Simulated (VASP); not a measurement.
Here is a VASP 6.6.1 calculation.

File INCAR:

```
PREC     = Accurate       # precision mode
ENCUT    = 500            # plane-wave cutoff, eV
EDIFF    = 1E-6           # SCF threshold, eV
ISMEAR   = 0              # smearing method
SIGMA    = 0.02           # smearing width, eV
LREAL    = False          # projectors in reciprocal space
LASPH    = True           # aspherical terms in the spheres
NELM     = 120            # most SCF steps
ALGO     = Normal         # electronic algorithm
ISIF     = 2              # what is computed and relaxed
LWAVE    = False          # write WAVECAR
LCHARG   = True           # write CHGCAR
GGA      = PS             # functional
LELF     = True           # ELF
LVHAR    = True         
NBANDS   = 11             # bands
GGA_COMPAT= False
```

The input KPOINTS:

```
Automatic mesh
0
Gamma
  8 8 8
```

Contents of POSCAR:

```
AlAs
1.0
    0.0000000000      2.8372289529      2.8372289529
    2.8372289529      0.0000000000      2.8372289529
    2.8372289529      2.8372289529      0.0000000000
Al As
1 1
Direct
    0.0000000000      0.0000000000      0.0000000000
    0.2500000000      0.2500000000      0.2500000000
```

Potentials or basis: VASP PAW PBE potentials, release 64 (Al, As).

Run with:

```bash
$ cat potpaw_PBE.64/Al/POTCAR potpaw_PBE.64/As/POTCAR > POTCAR
$ mpirun -np 1 vasp_std > vasp.out
```

**Question.** Predict the pressure.

**Answer.** 0.3 GPa.

**Question.** What does it give for the band gap on the k mesh?

**Answer.** 1.33 eV, indirect (least direct gap 1.92 eV).

Caveat: the PAW data sets were made with another functional, which shifts forces and pressure a little. Expect the measured gap to be larger: semilocal functionals such as PBEsol lack the derivative discontinuity.
